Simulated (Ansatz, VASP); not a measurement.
# PbSe: VASP and Ansatz over several settings

```
Pb Se
1.0
     0.00000    3.10093    3.10093
     3.10093    0.00000    3.10093
     3.10093    3.10093    0.00000
Pb Se
1 1
Cartesian
  0.0000 0.0000 0.0000
  3.1009 3.1009 3.1009
```

Single points on this cell with VASP 6.6.1 and Ansatz 0.2.0. Each row is one pair of runs. Alike in all rows: smearing: fermi-dirac, width 0.05 eV; VASP's potentials, cutoff: VASP PAW PBE potentials, release 64 (Pb_d, Se), 520 eV.

```csv
level,spin,k mesh,"Ansatz's potentials, cutoff","pressure (GPa), VASP","pressure (GPa), Ansatz"
PBE0,off,4 × 4 × 4,"Ansatz PAW, 420 eV",?,-0.7
r2SCAN,"non-collinear, zero start, SOC",8 × 8 × 8,"Ansatz PAW, 500 eV",-0.7,-0.9
PBEsol-based global hybrid,off,4 × 4 × 4,"Ansatz PAW, 420 eV",-2.8,-2.6
```

Q: Fill in what VASP gave in row 1.

A: Pressure (GPa): -0.9.

VASP's potentials hold 20 valence electrons a cell and Ansatz's 30, so a difference there can come from the potentials and not from the codes.

The k mesh is coarse in some rows, so the values compare programs but aren't converged.
